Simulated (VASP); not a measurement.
# FeSi (F-43m) in VASP: relaxation of cell and atoms with PBE

Aim: the relaxation of cell and atoms of FeSi with PBE.

Everything below comes from runs of VASP 6.6.1. Logs are shortened: lines on timing, memory, paths and dates and some standing lists are left out, and cuts for length are marked.

## Step 1: The cell of the first run

Symmetry: F-43m, No. 216, cubic system. Conventional cell: a = 5.158 Å, b = 5.158 Å, c = 5.158 Å, α = 90.00°, β = 90.00°, γ = 90.00°. Within 3.0 Å of Fe (site symmetry -43m) lie 4 Si at 2.23 Å. Si (site symmetry -43m) has 4 Fe at 2.23 Å within 3.0 Å.

## Step 2: Relaxation of cell and atoms, PBE, collinear spin, ferromagnetic start

The input, INCAR:

```
ALGO = Normal
EDIFF = 1E-6
EDIFFG = -0.01
ENCUT = 600
GGA = PE
IBRION = 2
ISIF = 3
ISMEAR = 0
ISPIN = 2
LASPH = T
LCHARG = F
LMAXMIX = 4
LORBIT = 11
LREAL = F
LWAVE = F
MAGMOM = 1.14 0
NELM = 150
NSW = 100
PREC = Accurate
SIGMA = 0.1
```

The input, KPOINTS:

```
k-points
0
Gamma
  14 14 14
```

The input, POSCAR:

```
FeSi
1.0
    0.0000000000      2.5791665720      2.5791665720
    2.5791665720      0.0000000000      2.5791665720
    2.5791665720      2.5791665720      0.0000000000
Fe Si
1 1
Direct
    0.0000000000      0.0000000000      0.0000000000
    0.2500000000      0.2500000000      0.2500000000
```

Potentials or basis: VASP PAW PBE potentials, release 64 (Fe, Si).

Run with:

```bash
cat potpaw_PBE.64/Fe/POTCAR potpaw_PBE.64/Si/POTCAR > POTCAR
mpirun -np 1 vasp_std > vasp.out
```

OUTCAR:

```text
EDIFF = 1E-6
   EDIFFG = -0.01
   ENCUT = 600
   GGA = PE
   IBRION = 2
   ISIF = 3
   ISMEAR = 0
   ISPIN = 2
   LASPH = T
   LORBIT = 11
   LREAL = F
   NELM = 150
   NSW = 100
   PREC = Accurate

 ion  position               nearest neighbor table
   1  0.000  0.000  0.000-   2 2.23   2 2.23   2 2.23   2 2.23
   2  0.250  0.250  0.250-   1 2.23   1 2.23   1 2.23   1 2.23

  LATTYP: Found a face centered cubic cell.
 ALAT       =     5.1583331440

  Lattice vectors:

 A1 = (   0.0000000000,   2.5791665720,   2.5791665720)
 A2 = (   2.5791665720,   0.0000000000,   2.5791665720)
 A3 = (   2.5791665720,   2.5791665720,   0.0000000000)

Analysis of symmetry for initial positions (statically):
=====================================================================
 Subroutine PRICEL returns:
 Original cell was already a primitive cell.

 Routine SETGRP: Setting up the symmetry group for a
 face centered cubic supercell.

 Subroutine GETGRP returns: Found 24 space group operations
 (whereof 24 operations were pure point group operations)
 out of a pool of 48 trial point group operations.

The static configuration has the point symmetry T_d .

Analysis of symmetry for dynamics (positions and initial velocities):
=====================================================================
 Subroutine PRICEL returns:
 Original cell was already a primitive cell.

 Routine SETGRP: Setting up the symmetry group for a
 face centered cubic supercell.

 Subroutine GETGRP returns: Found 24 space group operations
 (whereof 24 operations were pure point group operations)
 out of a pool of 48 trial point group operations.

The dynamic configuration has the point symmetry T_d .

Analysis of structural, dynamic, and magnetic symmetry:
=====================================================================
 Subroutine PRICEL returns:
 Original cell was already a primitive cell.

 Routine SETGRP: Setting up the symmetry group for a
 face centered cubic supercell.

 Subroutine GETGRP returns: Found 24 space group operations
 (whereof 24 operations were pure point group operations)
 out of a pool of 48 trial point group operations.

The overall configuration has the point symmetry T_d .

 Subroutine INISYM returns: Found 24 space group operations
 (whereof 24 operations are pure point group operations),
 and found     1 'primitive' translations

----------------------------------------------------------------------------------------

                                     Primitive cell

  volume of cell :      34.3137

  direct lattice vectors                    reciprocal lattice vectors
     0.000000000  2.579166572  2.579166572    -0.193861073  0.193861073  0.193861073
     2.579166572  0.000000000  2.579166572     0.193861073 -0.193861073  0.193861073
     2.579166572  2.579166572  0.000000000     0.193861073  0.193861073 -0.193861073

  length of vectors
     3.647492346  3.647492346  3.647492346     0.335777229  0.335777229  0.335777229

  position of ions in fractional coordinates (direct lattice)
     0.000000000  0.000000000  0.000000000
     0.250000000  0.250000000  0.250000000

  ion indices of the primitive-cell ions
   primitive index   ion index
                 1           1
                 2           2

----------------------------------------------------------------------------------------

 KPOINTS: k-points

Automatic generation of k-mesh.
 Grid dimensions read from file:
 generate k-points for:   14   14   14

 Generating k-lattice:

  Cartesian coordinates                     Fractional coordinates (reciprocal lattice)
    -0.013847220  0.013847220  0.013847220     0.071428571  0.000000000  0.000000000
     0.013847220 -0.013847220  0.013847220     0.000000000  0.071428571  0.000000000
     0.013847220  0.013847220 -0.013847220     0.000000000  0.000000000  0.071428571

  Length of vectors
     0.023984088  0.023984088  0.023984088

  Shift w.r.t. Gamma in fractional coordinates (k-lattice)
     0.000000000  0.000000000  0.000000000

 Subroutine IBZKPT returns following result:
 ===========================================

 Found    104 irreducible k-points:

 Following reciprocal coordinates:
            Coordinates               Weight
  0.000000  0.000000  0.000000      1.000000
  0.071429  0.000000  0.000000      8.000000
  0.142857  0.000000  0.000000      8.000000
  0.214286  0.000000  0.000000      8.000000
  0.285714  0.000000  0.000000      8.000000
  0.357143  0.000000  0.000000      8.000000
[... 16 lines left out ...]
  0.214286  0.142857  0.000000     24.000000
  0.285714  0.142857  0.000000     24.000000
 [... further k-points ...]
   k-points           NKPTS =    104   k-points in BZ     NKDIM =    104   number of bands    NBANDS=     11
   number of dos      NEDOS =    301   number of ions     NIONS =      2
   total plane-waves  NPLWV =  27000
   dimension x,y,z NGX =    30 NGY =   30 NGZ =   30
   dimension x,y,z NGXF=    60 NGYF=   60 NGZF=   60
   ions per type =               1   1
   NGX,Y,Z   is equivalent  to a cutoff of  13.67, 13.67, 13.67 a.u.
   NGXF,Y,Z  is equivalent  to a cutoff of  27.35, 27.35, 27.35 a.u.
 SYSTEM =  unknown system
   PREC   = accura    normal or accurate (medium, high low for compatibility)
   ISTART =      0    job   : 0-new  1-cont  2-samecut
   ICHARG =      2    charge: 1-file 2-atom 10-const
   ISPIN  =      2    spin polarized calculation?
   LNONCOLLINEAR =      F non collinear calculations
   LSORBIT =      F    spin-orbit coupling
   LASPH  =      T    aspherical Exc in radial PAW
   ENCUT  =  600.0 eV  44.10 Ry    6.64 a.u.   7.28  7.28  7.28*2*pi/ulx,y,z
   NELM   =    150;   NELMIN=  2; NELMDL= -5     # of ELM steps
   EDIFF  = 0.1E-05   stopping-criterion for ELM
   LREAL  =      F    real-space projection
   EDIFFG = -.1E-01   stopping-criterion for IOM
   NSW    =    100    number of steps for IOM
   IBRION =      2    ionic relax: 0-MD 1-quasi-New 2-CG
   NFREE  =      1    steps in history (QN), initial steepest desc. (CG)
   ISIF   =      3    stress and relaxation
   ISYM   =      2    0-nonsym 1-usesym 2-fastsym
   POTIM  = 0.5000    time-step for ionic-motion
   TEBEG  =    0.0;   TEEND  =   0.0 temperature during run
   PSTRESS=    0.0 pullay stress
   NELECT =      12.0000    total number of electrons
   NUPDOWN=      -1.0000    fix difference up-down
   EMIN   =  10.00;   EMAX   =-10.00  energy-range for DOS
   EFERMI =   0.00;   METHOD = LEGACY
   ISMEAR =     0;   SIGMA  =   0.10  broadening in eV -4-tet -1-fermi 0-gaus
   EFERMI_NEDOS =   21; number of points for ismear=-14 and -15
   IALGO  =     38    algorithm
   IMIX   =      4    mixing-type and parameters
     AMIX     =   0.40;   BMIX     =  1.00
     AMIX_MAG =   1.60;   BMIX_MAG =  1.00
  volume/ion in A,a.u.               =      17.16       115.78
  Fermi-wavevector in a.u.,A,eV,Ry     =   1.153398  2.179606 18.100197  1.330327
  Thomas-Fermi vector in A             =   2.290042
   LORBIT       =     11    0 simple, 1 ext, 2 COOP (PROOUT), +10 PAW based schemes
   GGA     = PE    functional components
   LHFCALC =     F    Hartree Fock is set to
   AEXX    =    0.0000 exact exchange contribution
   IVDW    =     0    specifies the selected vdW correction
   LEPSILON=     F    determine dielectric tensor
   LRPA    =     F    only Hartree local field effects (RPA)
 conjugate gradient relaxation of ions
 spin polarized calculation
 Gauss-broadening in eV      SIGMA  =   0.10
  energy-cutoff  :      600.00
  volume of cell :       34.31
 maximum number of plane-waves:      1164
 NGX is ok and might be reduce to    30
   NGX = 15   NGY = 15   NGZ = 15

--------------------------------------- Ionic step        1  -------------------------------------------

 number of electron      12.0000004 magnetization       1.0682185

 Free energy of the ion-electron system (eV)
  ---------------------------------------------------
  ext. energy  EPLUGINS =         0.00000000
  ---------------------------------------------------
  free energy    TOTEN  =       -12.22990883 eV

  energy without entropy =      -12.21132046  energy(sigma->0) =      -12.22061465

------------------------ aborting loop because EDIFF is reached ----------------------------------------

  FORCE on cell =-STRESS in cart. coord.  units (eV):
  Direction    XX          YY          ZZ          XY          YZ          ZX
  --------------------------------------------------------------------------------------
  -------------------------------------------------------------------------------------
  Total        0.1695532      0.1695532      0.1695532     -0.0000000      0.0000000      0.0000000
  in kB        7.9167791      7.9167791      7.9167791     -0.0000000      0.0000000      0.0000000
  external PRESSURE =       7.9167791 kB  Pullay stress =       0.0000000 kB
[... 57 lines left out ...]
  energy  without entropy=      -12.2121424447  energy(sigma->0) =      -12.22144955

--------------------------------------- Ionic step        3  -------------------------------------------

 number of electron      12.0000005 magnetization       1.0999182

 Free energy of the ion-electron system (eV)
  ---------------------------------------------------
  ext. energy  EPLUGINS =         0.00000000
  ---------------------------------------------------
  free energy    TOTEN  =       -12.23080516 eV

  energy without entropy =      -12.21221023  energy(sigma->0) =      -12.22150769

 E-fermi :   4.3794     XC(G=0): -10.3415

 val. band max:        4.3781763861   @ k =  -0.4286   0.2857   0.0714
 cond. band min:       4.3809470130   @ k =  -0.4286   0.4286   0.0714
 fundamental gap:      0.0027706269
 Fermi energy:         4.3794436408

 spin component 1

 k-point     1 :       0.0000    0.0000    0.0000
  band No.  band energies     occupation
      1      -5.2116      1.00000
      2       1.8944      1.00000
      3       1.8944      1.00000
      4       1.8944      1.00000
      5       2.9450      1.00000
      6       2.9450      1.00000
      7      10.6418      0.00000
      8      10.6418      0.00000
      9      10.6418      0.00000
     10      12.0243      0.00000
     11      12.0243      0.00000
[... 309 lines left out ...]
 k-point    24 :       0.2857    0.1429    0.0000
  band No.  band energies     occupation
      1      -4.1527      1.00000
      2       1.3904      1.00000
      3       2.0810      1.00000
      4       2.1226      1.00000
      5       2.7825      1.00000
      6       3.0806      1.00000
      7       6.3776      0.00000
      8       7.9593      0.00000
      9       8.5932      0.00000
     10      11.5554      0.00000
     11      13.3112      0.00000

 [... further k-points ...]

 spin component 2

 k-point     1 :       0.0000    0.0000    0.0000
  band No.  band energies     occupation
      1      -5.2840      1.00000
      2       2.5433      1.00000
      3       2.5433      1.00000
      4       2.5433      1.00000
      5       4.2954      0.88268
      6       4.2954      0.88264
      7      10.8476      0.00000
      8      10.8476      0.00000
      9      10.8476      0.00000
     10      12.1315      0.00000
     11      12.1315      0.00000
[... 351 lines left out ...]
  FREE ENERGIE OF THE ION-ELECTRON SYSTEM (eV)
  ---------------------------------------------------
  free  energy   TOTEN  =       -12.2308051624 eV

  energy  without entropy=      -12.2122102263  energy(sigma->0) =      -12.22150769

 reached required accuracy - stopping structural energy minimisation

 total charge

# of ion       s       p       d       tot
------------------------------------------
    1        0.497   0.384   6.475   7.355
    2        0.825   0.880   0.000   1.705
--------------------------------------------------
tot          1.322   1.264   6.475   9.060

 magnetization (x)

# of ion       s       p       d       tot
------------------------------------------
    1        0.033  -0.014   1.240   1.259
    2       -0.013  -0.086   0.000  -0.100
--------------------------------------------------
tot          0.020  -0.100   1.240   1.159
```

Run time: 4 min. Hardware: 1 thread of Oxide Virtual Turin-like, shared host; peak memory 0.21 GiB.

Results:

```yaml
Free_energy: -12.2308 eV
Relaxed_volume: 17.33 Å³/atom
Relaxed_cell: a = 3.660 Å, b = 3.660 Å, c = 3.660 Å, α = 60.00°, β = 60.00°, γ = 60.00°
Space_group_after_relaxing_to_0.1_Å: F-43m (No. 216)
Energy_gained_by_relaxing: 0.4 meV/atom
Ionic_steps: 3
Pressure_after_relaxing: 0.0 GPa
Net_moment: 1.10 μB per cell
Site_moments: Fe +1.26; Si -0.10 μB
Valence_electrons_inside_the_program's_atomic_spheres: Fe 7.36; Si 1.71
```

The path:
```csv
step,energy change (eV),largest force (eV/Å),pressure (GPa),volume (Å³)
1,0.0000,0.0000,0.79,34.31
2,-0.0008,0.0000,-0.18,34.74
3,-0.0009,0.0000,0.01,34.66
```

Final structure:
```xyz
2
Lattice="0.0000 2.5879 2.5879 2.5879 0.0000 2.5879 2.5879 2.5879 0.0000" Properties=species:S:1:pos:R:3 pbc="T T T"
Fe    0.0000    0.0000    0.0000
Si    1.2940    1.2940    1.2940
```

Levels at points of the mesh, in eV from the Fermi level:
Spin up:
```tsv
k point	band 2	band 3	band 4	band 5	band 6	band 7	band 8	band 9	band 10	band 11
(0.00, 0.00, 0.00)	-2.49	-2.49	-2.49	-1.43	-1.43	6.26	6.26	6.26	7.64	7.64
(0.50, 0.00, 0.00)	-3.90	-2.32	-2.32	-1.21	-1.21	-0.73	3.92	3.92	7.45	8.50
(0.50, 0.50, 0.00)	-4.10	-1.56	-1.53	-1.53	-1.08	-0.49	1.03	1.03	5.97	6.06
```
Spin down:
```csv
k point,band 3,band 4,band 5,band 6,band 7,band 8
"(0.00, 0.00, 0.00)",-1.84,-1.84,-0.08,-0.08,6.47,6.47
"(0.50, 0.00, 0.00)",-1.57,-1.57,0.05,0.05,0.15,4.10
"(0.50, 0.50, 0.00)",-0.96,-0.86,-0.86,0.37,0.52,1.28
```
